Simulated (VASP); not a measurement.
# Mn2Zn (Fm-3m) in VASP: a series of runs

Runs on Mn2Zn. Level: PBE. Tasks: single point, relaxation of cell and atoms.

All numbers are computed with VASP 6.6.1; they aren't measurements. Logs are shortened: lines on timing, memory, paths and dates and some standing lists are left out, and cuts for length are marked.

**1. The cell of the first run**

Symmetry: Fm-3m, No. 225, cubic system. Conventional cell: a = 5.853 Å, b = 5.853 Å, c = 5.853 Å, α = 90.00°, β = 90.00°, γ = 90.00°. Mn (site symmetry -43m) has 4 Zn at 2.53 Å and 6 Mn at 2.93 Å within 3.3 Å. Zn (site symmetry m-3m) has 8 Mn at 2.53 Å within 3.3 Å.

**2. Single point, PBE, collinear spin, ferromagnetic start**

The input, INCAR:

```
ALGO = Normal ; EDIFF = 1E-6
ENCUT = 520 ; GGA = PE
ISIF = 2 ; ISMEAR = 0
ISPIN = 2 ; LASPH = T
LCHARG = F ; LMAXMIX = 4
LORBIT = 11 ; LREAL = F
LWAVE = F ; MAGMOM = 2.95 2.95 0
NBANDS = 30 ; NELM = 150
PREC = Accurate ; SIGMA = 0.1
```

The input, KPOINTS:

```
k-points
0
Gamma
  6 6 6
```

The input, POSCAR:

```
Mn2Zn
1.0
    0.0000000000      2.9262770558      2.9262770558
    2.9262770558      0.0000000000      2.9262770558
    2.9262770558      2.9262770558      0.0000000000
Mn Zn
2 1
Direct
    0.2500000000      0.2500000000      0.2500000000
    0.7500000000      0.7500000000      0.7500000000
    0.0000000000      0.0000000000      0.0000000000
```

Potentials or basis: VASP PAW PBE potentials, release 64 (Mn_pv, Zn).

Run with:

```sh
$ cat potpaw_PBE.64/Mn_pv/POTCAR potpaw_PBE.64/Zn/POTCAR > POTCAR
$ mpirun -np 1 vasp_std > vasp.out
```

OUTCAR:

```text
EDIFF = 1E-6
   ENCUT = 520
   GGA = PE
   ISIF = 2
   ISMEAR = 0
   ISPIN = 2
   LASPH = T
   LORBIT = 11
   LREAL = F
   NELM = 150
   PREC = Accurate

 ion  position               nearest neighbor table
   1  0.250  0.250  0.250-   3 2.53   3 2.53   3 2.53   3 2.53   2 2.93   2 2.93   2 2.93   2 2.93
                             2 2.93   2 2.93
   2  0.750  0.750  0.750-   3 2.53   3 2.53   3 2.53   3 2.53   1 2.93   1 2.93   1 2.93   1 2.93
                             1 2.93   1 2.93
   3  0.000  0.000  0.000-   2 2.53   2 2.53   2 2.53   1 2.53   2 2.53   1 2.53   1 2.53   1 2.53

  LATTYP: Found a face centered cubic cell.
 ALAT       =     5.8525541116

  Lattice vectors:

 A1 = (   0.0000000000,   2.9262770558,   2.9262770558)
 A2 = (   2.9262770558,   0.0000000000,   2.9262770558)
 A3 = (   2.9262770558,   2.9262770558,   0.0000000000)

Analysis of symmetry for initial positions (statically):
=====================================================================
 Subroutine PRICEL returns:
 Original cell was already a primitive cell.

 Routine SETGRP: Setting up the symmetry group for a
 face centered cubic supercell.

 Subroutine GETGRP returns: Found 48 space group operations
 (whereof 48 operations were pure point group operations)
 out of a pool of 48 trial point group operations.

The static configuration has the point symmetry O_h .

Analysis of symmetry for dynamics (positions and initial velocities):
=====================================================================
 Subroutine PRICEL returns:
 Original cell was already a primitive cell.

 Routine SETGRP: Setting up the symmetry group for a
 face centered cubic supercell.

 Subroutine GETGRP returns: Found 48 space group operations
 (whereof 48 operations were pure point group operations)
 out of a pool of 48 trial point group operations.

The dynamic configuration has the point symmetry O_h .

Analysis of structural, dynamic, and magnetic symmetry:
=====================================================================
 Subroutine PRICEL returns:
 Original cell was already a primitive cell.

 Routine SETGRP: Setting up the symmetry group for a
 face centered cubic supercell.

 Subroutine GETGRP returns: Found 48 space group operations
 (whereof 48 operations were pure point group operations)
 out of a pool of 48 trial point group operations.

The overall configuration has the point symmetry O_h .

 Subroutine INISYM returns: Found 48 space group operations
 (whereof 48 operations are pure point group operations),
 and found     1 'primitive' translations

----------------------------------------------------------------------------------------

                                     Primitive cell

  volume of cell :      50.1160

  direct lattice vectors                    reciprocal lattice vectors
     0.000000000  2.926277056  2.926277056    -0.170865571  0.170865571  0.170865571
     2.926277056  0.000000000  2.926277056     0.170865571 -0.170865571  0.170865571
     2.926277056  2.926277056  0.000000000     0.170865571  0.170865571 -0.170865571

  length of vectors
     4.138380700  4.138380700  4.138380700     0.295947850  0.295947850  0.295947850

  position of ions in fractional coordinates (direct lattice)
     0.250000000  0.250000000  0.250000000
     0.750000000  0.750000000  0.750000000
     0.000000000  0.000000000  0.000000000

  ion indices of the primitive-cell ions
   primitive index   ion index
                 1           1
                 2           2
                 3           3

----------------------------------------------------------------------------------------

 KPOINTS: k-points

Automatic generation of k-mesh.
 Grid dimensions read from file:
 generate k-points for:    6    6    6

 Generating k-lattice:

  Cartesian coordinates                     Fractional coordinates (reciprocal lattice)
    -0.028477595  0.028477595  0.028477595     0.166666667  0.000000000  0.000000000
     0.028477595 -0.028477595  0.028477595     0.000000000  0.166666667  0.000000000
     0.028477595  0.028477595 -0.028477595     0.000000000  0.000000000  0.166666667

  Length of vectors
     0.049324642  0.049324642  0.049324642

  Shift w.r.t. Gamma in fractional coordinates (k-lattice)
     0.000000000  0.000000000  0.000000000

 Subroutine IBZKPT returns following result:
 ===========================================

 Found     16 irreducible k-points:

 Following reciprocal coordinates:
            Coordinates               Weight
  0.000000  0.000000  0.000000      1.000000
  0.166667  0.000000  0.000000      8.000000
  0.333333  0.000000  0.000000      8.000000
  0.500000  0.000000  0.000000      4.000000
  0.166667  0.166667  0.000000      6.000000
  0.333333  0.166667  0.000000     24.000000
[... 8 lines left out ...]
 -0.333333  0.333333  0.166667     24.000000
 -0.333333  0.500000  0.166667     12.000000
   k-points           NKPTS =     16   k-points in BZ     NKDIM =     16   number of bands    NBANDS=     30
   number of dos      NEDOS =    301   number of ions     NIONS =      3
   total plane-waves  NPLWV =  32768
   dimension x,y,z NGX =    32 NGY =   32 NGZ =   32
   dimension x,y,z NGXF=    64 NGYF=   64 NGZF=   64
   ions per type =               2   1
   NGX,Y,Z   is equivalent  to a cutoff of  12.85, 12.85, 12.85 a.u.
   NGXF,Y,Z  is equivalent  to a cutoff of  25.71, 25.71, 25.71 a.u.
 SYSTEM =  unknown system
   PREC   = accura    normal or accurate (medium, high low for compatibility)
   ISTART =      0    job   : 0-new  1-cont  2-samecut
   ICHARG =      2    charge: 1-file 2-atom 10-const
   ISPIN  =      2    spin polarized calculation?
   LNONCOLLINEAR =      F non collinear calculations
   LSORBIT =      F    spin-orbit coupling
   LASPH  =      T    aspherical Exc in radial PAW
   ENCUT  =  520.0 eV  38.22 Ry    6.18 a.u.   7.69  7.69  7.69*2*pi/ulx,y,z
   NELM   =    150;   NELMIN=  2; NELMDL= -5     # of ELM steps
   EDIFF  = 0.1E-05   stopping-criterion for ELM
   LREAL  =      F    real-space projection
   EDIFFG = 0.1E-04   stopping-criterion for IOM
   NSW    =      0    number of steps for IOM
   IBRION =     -1    ionic relax: 0-MD 1-quasi-New 2-CG
   NFREE  =      0    steps in history (QN), initial steepest desc. (CG)
   ISIF   =      2    stress and relaxation
   ISYM   =      2    0-nonsym 1-usesym 2-fastsym
   POTIM  = 0.5000    time-step for ionic-motion
   TEBEG  =    0.0;   TEEND  =   0.0 temperature during run
   PSTRESS=    0.0 pullay stress
   NELECT =      38.0000    total number of electrons
   NUPDOWN=      -1.0000    fix difference up-down
   EMIN   =  10.00;   EMAX   =-10.00  energy-range for DOS
   EFERMI =   0.00;   METHOD = LEGACY
   ISMEAR =     0;   SIGMA  =   0.10  broadening in eV -4-tet -1-fermi 0-gaus
   EFERMI_NEDOS =   21; number of points for ismear=-14 and -15
   IALGO  =     38    algorithm
   IMIX   =      4    mixing-type and parameters
     AMIX     =   0.40;   BMIX     =  1.00
     AMIX_MAG =   1.60;   BMIX_MAG =  1.00
  volume/ion in A,a.u.               =      16.71       112.73
  Fermi-wavevector in a.u.,A,eV,Ry     =   1.492831  2.821041 30.321179  2.228544
  Thomas-Fermi vector in A             =   2.605309
   LORBIT       =     11    0 simple, 1 ext, 2 COOP (PROOUT), +10 PAW based schemes
   GGA     = PE    functional components
   LHFCALC =     F    Hartree Fock is set to
   AEXX    =    0.0000 exact exchange contribution
   IVDW    =     0    specifies the selected vdW correction
   LEPSILON=     F    determine dielectric tensor
   LRPA    =     F    only Hartree local field effects (RPA)
 spin polarized calculation
 Gauss-broadening in eV      SIGMA  =   0.10
  energy-cutoff  :      520.00
  volume of cell :       50.12
 maximum number of plane-waves:      1363
   NGX = 15   NGY = 15   NGZ = 15

 number of electron      38.0000011 magnetization       7.1692020

 Free energy of the ion-electron system (eV)
  ---------------------------------------------------
  ext. energy  EPLUGINS =         0.00000000
  ---------------------------------------------------
  free energy    TOTEN  =       -17.23826397 eV

  energy without entropy =      -17.21985103  energy(sigma->0) =      -17.22905750

 E-fermi :   4.6086     XC(G=0): -11.1786

 val. band max:        4.6055527332   @ k =   0.5000   0.3333   0.0000
 cond. band min:       4.6380188856   @ k =   0.5000   0.5000   0.0000
 fundamental gap:      0.0324661525
 Fermi energy:         4.6086388244

 spin component 1

 k-point     1 :       0.0000    0.0000    0.0000
  band No.  band energies     occupation
      1     -45.0231      1.00000
      2     -45.0231      1.00000
      3     -45.0231      1.00000
      4     -44.9666      1.00000
      5     -44.9666      1.00000
      6     -44.9666      1.00000
[... 22 lines left out ...]
     29      11.7289      0.00000
     30      15.1739      0.00000

 k-point     2 :       0.1667    0.0000    0.0000
  band No.  band energies     occupation
      1     -45.0196      1.00000
      2     -45.0194      1.00000
      3     -45.0194      1.00000
      4     -44.9709      1.00000
      5     -44.9705      1.00000
      6     -44.9705      1.00000
[... 22 lines left out ...]
     29      13.4597      0.00000
     30      14.9215      0.00000

 k-point     3 :       0.3333    0.0000    0.0000
  band No.  band energies     occupation
      1     -45.0099      1.00000
      2     -45.0092      1.00000
      3     -45.0092      1.00000
      4     -44.9820      1.00000
      5     -44.9809      1.00000
      6     -44.9809      1.00000
[... 395 lines left out ...]
      6     -44.9630      1.00000
[... 22 lines left out ...]
     29      15.0989      0.00000
     30      16.9681      0.00000

 k-point    16 :      -0.3333    0.5000    0.1667
  band No.  band energies     occupation
      1     -45.0353      1.00000
      2     -45.0315      1.00000
      3     -45.0126      1.00000
      4     -44.9783      1.00000
      5     -44.9597      1.00000
      6     -44.9568      1.00000
[... 22 lines left out ...]
     29      15.5581      0.00000
     30      20.1105      0.00000
 Fermi energy:         4.6086388244

 spin component 2

 k-point     1 :       0.0000    0.0000    0.0000
  band No.  band energies     occupation
      1     -41.2880      1.00000
      2     -41.2880      1.00000
      3     -41.2880      1.00000
      4     -41.2227      1.00000
      5     -41.2227      1.00000
      6     -41.2227      1.00000
[... 22 lines left out ...]
     29      12.6443      0.00000
     30      16.1076      0.00000

 k-point     2 :       0.1667    0.0000    0.0000
  band No.  band energies     occupation
      1     -41.2841      1.00000
      2     -41.2838      1.00000
      3     -41.2837      1.00000
      4     -41.2277      1.00000
      5     -41.2272      1.00000
      6     -41.2272      1.00000
[... 22 lines left out ...]
     29      13.7975      0.00000
     30      15.8586      0.00000

 k-point     3 :       0.3333    0.0000    0.0000
  band No.  band energies     occupation
      1     -41.2731      1.00000
      2     -41.2720      1.00000
      3     -41.2720      1.00000
      4     -41.2409      1.00000
      5     -41.2393      1.00000
      6     -41.2393      1.00000
[... 418 lines left out ...]
     29      16.0388      0.00000
     30      17.6966      0.00000

 k-point    16 :      -0.3333    0.5000    0.1667
  band No.  band energies     occupation
      1     -41.3033      1.00000
      2     -41.2984      1.00000
      3     -41.2762      1.00000
      4     -41.2362      1.00000
      5     -41.2144      1.00000
      6     -41.2109      1.00000
[... 22 lines left out ...]
     29      16.6376      0.00000
     30      20.4846      0.00000

------------------------ aborting loop because EDIFF is reached ----------------------------------------

  FORCE on cell =-STRESS in cart. coord.  units (eV):
  Direction    XX          YY          ZZ          XY          YZ          ZX
  --------------------------------------------------------------------------------------
  -------------------------------------------------------------------------------------
  Total        0.1019683      0.1019683      0.1019683      0.0000000      0.0000000      0.0000000
  in kB        3.2598649      3.2598649      3.2598649      0.0000000      0.0000000      0.0000000
  external PRESSURE =       3.2598649 kB  Pullay stress =       0.0000000 kB

 VOLUME and BASIS-vectors are now :
 -----------------------------------------------------------------------------
  energy-cutoff  :      520.00
  volume of cell :       50.12
      direct lattice vectors                 reciprocal lattice vectors
     0.000000000  2.926277056  2.926277056    -0.170865571  0.170865571  0.170865571
     2.926277056  0.000000000  2.926277056     0.170865571 -0.170865571  0.170865571
     2.926277056  2.926277056  0.000000000     0.170865571  0.170865571 -0.170865571

 POSITION                                       TOTAL-FORCE (eV/Angst)
 -----------------------------------------------------------------------------------
      1.46314      1.46314      1.46314        -0.000000     -0.000000     -0.000000
      4.38942      4.38942      4.38942         0.000000      0.000000      0.000000
      0.00000      0.00000      0.00000        -0.000000     -0.000000     -0.000000
 -----------------------------------------------------------------------------------
    total drift:                                0.000000     -0.000000      0.000000

  FREE ENERGIE OF THE ION-ELECTRON SYSTEM (eV)
  ---------------------------------------------------
  free  energy   TOTEN  =       -17.2382639684 eV

  energy  without entropy=      -17.2198510318  energy(sigma->0) =      -17.22905750

 total charge

# of ion       s       p       d       tot
------------------------------------------
    1        0.308   6.197   4.979  11.483
    2        0.308   6.197   4.979  11.483
    3        0.706   0.632   9.684  11.021
--------------------------------------------------
tot          1.321  13.025  19.641  33.986

 magnetization (x)

# of ion       s       p       d       tot
------------------------------------------
    1        0.009   0.009   3.507   3.525
    2        0.009   0.009   3.507   3.525
    3       -0.049  -0.120   0.073  -0.097
--------------------------------------------------
tot         -0.031  -0.102   7.086   6.953
```

Run time: 79 s. Hardware: 1 thread of Intel Xeon 8259CL, shared host; peak memory 0.21 GiB.

Results:

* Free energy: -17.2383 eV
* Pressure: 0.3 GPa
* Net moment: 7.17 μB per cell
* Site moments: Mn +3.52; Zn -0.10 μB
* Valence electrons inside the program's atomic spheres: Mn 11.48; Zn 11.02

Levels at points of the mesh, in eV from the Fermi level:
Spin up:
```tsv
k point	band 19	band 20	band 21	band 22	band 23	band 24	band 25	band 26
(0.00, 0.00, 0.00)	-1.32	-1.32	-0.83	-0.83	5.80	5.80	5.80	7.07
(0.50, 0.00, 0.00)	-2.01	-1.82	-1.81	-1.81	-1.28	4.74	4.74	6.70
(0.50, 0.50, 0.00)	-1.70	-1.70	-1.35	-0.87	0.23	0.60	0.60	4.75
```
Spin down:
```
           k point  band 11  band 12  band 13  band 14  band 15  band 16  band 17  band 18  band 19  band 20
(0.00, 0.00, 0.00)    -7.06    -7.06    -1.05    -1.05    -1.05    -0.16    -0.16     2.19     2.19     2.19
(0.50, 0.00, 0.00)    -7.02    -5.31    -3.42    -0.45    -0.45     0.64     0.64     1.20     1.20     1.20
(0.50, 0.50, 0.00)    -6.95    -4.44    -3.34    -0.61     0.03     0.07     0.30     0.30     1.62     1.62
```

**3. Relaxation of cell and atoms, PBE, collinear spin, ferromagnetic start**

This run uses another cell than the first one, of 13.09 Å³/atom.

The input, INCAR:

```
SYSTEM = Mn2Zn
PREC     = Accurate       ! precision mode
ENCUT    = 600            ! plane-wave cutoff, eV
EDIFF    = 1E-6           ! SCF threshold, eV
ISMEAR   = 0              ! smearing method
SIGMA    = 0.1            ! smearing width, eV
LREAL    = .False.        ! projectors in reciprocal space
LASPH    = .True.         ! aspherical terms in the spheres
NELM     = 150            ! most SCF steps
ALGO     = Fast           ! electronic algorithm
ISIF     = 3              ! what is computed and relaxed
LWAVE    = .False.        ! write WAVECAR
LCHARG   = .False.        ! write CHGCAR
ISPIN    = 2              ! spin polarisation
MAGMOM   = 2.95 2.95 0    ! initial moments
LORBIT   = 11             ! projections on sites
LMAXMIX  = 4              ! l up to which the mixer works
GGA      = PE             ! functional
IBRION   = 2              ! ionic algorithm
NSW      = 90             ! ionic steps
EDIFFG   = -0.04          ! ionic threshold
```

The input, KPOINTS:

```
regular mesh
0
Gamma
  6 6 6
  0 0 0
```

The input, POSCAR:

```
Mn2Zn
1.0
    0.0000000000      2.6979912068      2.6979912068
    2.6979912068      0.0000000000      2.6979912068
    2.6979912068      2.6979912068      0.0000000000
Mn Zn
2 1
Direct
    0.2500000000      0.2500000000      0.2500000000
    0.7500000000      0.7500000000      0.7500000000
    0.0000000000      0.0000000000      0.0000000000
```

Potentials or basis: VASP PAW PBE potentials, release 64 (Mn_pv, Zn).

Run with:

```sh
$ cat potpaw_PBE.64/Mn_pv/POTCAR potpaw_PBE.64/Zn/POTCAR > POTCAR
$ mpirun -np 1 vasp_std > vasp.out
```

Wall time 6 min (1 thread of Intel Xeon 8259CL, shared host); peak memory 0.21 GiB.

It converged, with:

| Item | Value |
| --- | --- |
| Free energy | -17.2349 eV |
| Relaxed volume | 16.81 Å³/atom |
| Relaxed cell | a = 4.147 Å, b = 4.147 Å, c = 4.147 Å, α = 60.00°, β = 60.00°, γ = 60.00° |
| Space group after relaxing (to 0.1 Å) | Fm-3m (No. 225) |
| Energy gained by relaxing | 278.1 meV/atom |
| Ionic steps | 4 |
| Pressure after relaxing | -0.2 GPa |
| Net moment | 7.18 μB per cell |
| Site moments | Mn +3.53; Zn -0.10 μB |
| Valence electrons inside the program's atomic spheres | Mn 11.48; Zn 11.01 |

Step by step:
| step | energy change (eV) | largest force (eV/Å) | pressure (GPa) | volume (Å³) |
| --- | --- | --- | --- | --- |
| 1 | 0.0000 | 0.0000 | 28.39 | 39.28 |
| 2 | -0.7119 | 0.0000 | -3.95 | 54.00 |
| 3 | -0.8336 | 0.0000 | 0.63 | 49.92 |
| 4 | -0.8342 | 0.0000 | -0.21 | 50.43 |

Final structure:
```
Mn Zn
1.0
     0.00000    2.93243    2.93243
     2.93243    0.00000    2.93243
     2.93243    2.93243    0.00000
Mn Zn
2 1
Direct
  0.25000 0.25000 0.25000
  0.75000 0.75000 0.75000
  0.00000 0.00000 0.00000
```

Levels at points of the mesh, in eV from the Fermi level:
Spin up:
```
           k point  band 18  band 19  band 20  band 21  band 22  band 23  band 24  band 25  band 26
(0.00, 0.00, 0.00)    -1.34    -1.34    -1.34    -0.86    -0.86     5.76     5.76     5.76     7.07
(0.50, 0.00, 0.00)    -2.02    -2.02    -1.84    -1.83    -1.83    -1.30     4.70     4.70     6.86
(0.50, 0.50, 0.00)    -2.15    -1.72    -1.72    -1.37    -0.89     0.19     0.59     0.59     4.70
```
Spin down:
| k point | band 13 | band 14 | band 15 | band 16 | band 17 | band 18 |
| --- | --- | --- | --- | --- | --- | --- |
| (0.00, 0.00, 0.00) | -1.04 | -1.04 | -1.04 | -0.16 | -0.16 | 2.17 |
| (0.50, 0.00, 0.00) | -3.41 | -0.45 | -0.45 | 0.64 | 0.64 | 1.19 |
| (0.50, 0.50, 0.00) | -3.34 | -0.61 | 0.03 | 0.07 | 0.29 | 0.29 |

Caveat: the volume moved by over 15 % at a fixed basis, so the end points are rough.
